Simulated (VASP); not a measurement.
The system is Sb2N.

```xyz
3
Lattice="3.4052 0.0000 0.0000 0.0000 3.4052 0.0000 0.0000 0.0000 4.9957" Properties=species:S:1:pos:R:3 pbc="T T T"
Sb    1.7026    1.7026    2.4978
Sb    0.0000    0.0000    0.0000
N     0.0000    0.0000    2.4978
```

```yaml
Program: VASP 6.6.1
Task: relaxation of cell and atoms
Functional: PBE
Potentials_or_basis: VASP PAW PBE potentials, release 64 (Sb, N)
Cutoff: 600 eV
k_mesh: 6 × 6 × 4
Occupations: gaussian, width 0.1 eV
Spin: no spin polarisation
```

At the start: pressure 1.2 GPa; volume 19.31 Å³/atom.

Question: How do energy, volume and symmetry change on relaxing?

Answer: Over 4 steps the energy falls by 3.3 meV/atom and the volume is 19.56 Å³/atom (+1.3 %); space group P4/mmm (No. 123, to 0.05 Å).

The path:
| step | energy change (eV) | largest force (eV/Å) | pressure (GPa) | volume (Å³) |
| --- | --- | --- | --- | --- |
| 1 | 0.0000 | 0.0000 | 1.25 | 57.93 |
| 2 | -0.0074 | 0.0000 | -0.89 | 59.19 |
| 3 | -0.0078 | 0.0000 | -0.54 | 58.96 |
| 4 | -0.0098 | 0.0000 | -0.12 | 58.67 |

Final structure:
```
CELL_PARAMETERS angstrom
3.44469 0.00000 0.00000
0.00000 3.44469 0.00000
0.00000 0.00000 4.94431
ATOMIC_POSITIONS crystal
Sb 0.50000 0.50000 0.50000
Sb 0.00000 0.00000 0.00000
N 0.00000 0.00000 0.50000
```
